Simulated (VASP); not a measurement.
**MgO (Periclase): single point with PBE+D3(BJ)**

**Experimental background.**

From “Electronic structure of alkaline earth and post-transition metal oxides”, 2009, arxiv:0908.1581, for a bulk crystal of MgO: band gap 7.83 eV.

Crystal: MgO (Periclase).

```
CELL_PARAMETERS angstrom
0.00000 2.09435 2.09435
2.09435 0.00000 2.09435
2.09435 2.09435 0.00000
ATOMIC_POSITIONS crystal
Mg 0.00000 0.00000 0.00000
O 0.50000 0.50000 0.50000
```

| Quantity | Value |
| --- | --- |
| Program | VASP 6.6.1 |
| Task | single point |
| Functional | PBE |
| Dispersion | D3(BJ) |
| Potentials or basis | VASP PAW PBE potentials, release 64 (Mg, O) |
| Cutoff | 600 eV |
| k mesh | 8 × 8 × 8 |
| Occupations | gaussian, width 0.01 eV |
| Spin | no spin polarisation |

- Pressure: 1.2 GPa
- Band gap on the k mesh: 4.89 eV, direct
- Dispersion energy per atom: -0.298 eV

Levels at points of the mesh, in eV from the valence-band top:
| k point | band 2 | band 3 | band 4 | band 5 | band 6 | band 7 |
| --- | --- | --- | --- | --- | --- | --- |
| (0.00, 0.00, 0.00) | 0.00 | 0.00 | 0.00 | 4.89 | 15.90 | 15.90 |
| (0.50, 0.00, 0.00) | -4.69 | -0.67 | -0.67 | 8.01 | 12.80 | 16.49 |
| (0.50, 0.50, 0.00) | -4.15 | -1.37 | -1.37 | 9.14 | 10.16 | 13.28 |

Wall time 18 s on 1 thread of AMD EPYC 7R13, on a shared host, peak memory 0.12 GiB.

A measured gap of MgO is 7.83 eV (quoted in “Electronic structure of alkaline earth and post-transition metal oxides”, 2009, arxiv:0908.1581); the calculated 4.89 eV misses it by -2.94 eV. The value is that of PBE+D3(BJ), without temperature or zero-point motion. Semilocal functionals fall short of measured gaps as a rule.

Caveat: three body term missing.
